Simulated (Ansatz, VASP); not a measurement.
## TiTc: VASP beside Ansatz

```
Ti Tc
1.0
     3.17100    0.00000    0.00000
     0.00000    3.17100    0.00000
     0.00000    0.00000    3.17100
Ti Tc
1 1
Direct
  0.50000 0.50000 0.50000
  0.00000 0.00000 0.00000
```

Change from the starting cell: volume scaled by 1.06, crystal datasets.

Alike in both runs: task electric field gradients; functional PBEsol; k mesh 12 × 12 × 12; occupations fermi-dirac, width 0.08 eV; no spin polarisation.

|  | VASP | Ansatz |
| --- | --- | --- |
| version | VASP 6.6.1 | Ansatz 0.2.0 |
| potentials or method | VASP PAW PBE potentials, release 64 (Ti_sv, Tc_pv), cutoff 520 eV | all-electron PAW with datasets made for the crystal, scalar-relativistic |

|  | VASP | Ansatz | Ansatz less VASP |
| --- | --- | --- | --- |
| pressure (GPa) | -17.9 | -17.7 | +0.20 |

VASP's potentials were made for PBE, not for PBEsol. Ansatz ran all-electron here, and VASP with PAW potentials.
